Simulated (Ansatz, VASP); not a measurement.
One calculation of ZnO, two programs

```xyz
4
Lattice="3.2386 0.0000 0.0000 -1.6193 2.8048 0.0000 0.0000 0.0000 7.2374" Properties=species:S:1:pos:R:3 pbc="T T T"
Zn    0.0000    0.0000    5.4280
Zn    0.0000    0.0000    1.8093
O     0.0000    1.8698    1.8093
O     1.6193    0.9349    5.4280
```

Change from the starting cell: strain -0.015 along x and y, +0.015 along z, atoms carried along.

Alike in both runs: task single point; functional LDA; k mesh 9 × 9 × 4; occupations gaussian, width 0.05 eV; no spin polarisation.

|  | VASP | Ansatz |
| --- | --- | --- |
| version | VASP 6.6.1 | Ansatz 0.2.0 |
| potentials or method | VASP PAW LDA potentials, release 64 (Zn, O), cutoff 520 eV | scalar-relativistic, plane waves, PAW |
| valence electrons in the cell | 36 | 36 |

|  | VASP | Ansatz | Ansatz less VASP |
| --- | --- | --- | --- |
| gap on the k mesh at the Fermi level (eV) | 0.79 | 0.78 | -0.014 |
| least direct gap on the mesh (eV) | 0.79 | 0.78 | -0.014 |
| pressure (GPa) | -3.4 | -4.3 | -0.90 |
| traceless stress, the component that is largest in VASP (GPa) | 1.62 | 2.59 | +0.970 |

LDA's correlation is that of Perdew and Zunger in VASP and of Perdew and Wang (1992) in Ansatz.
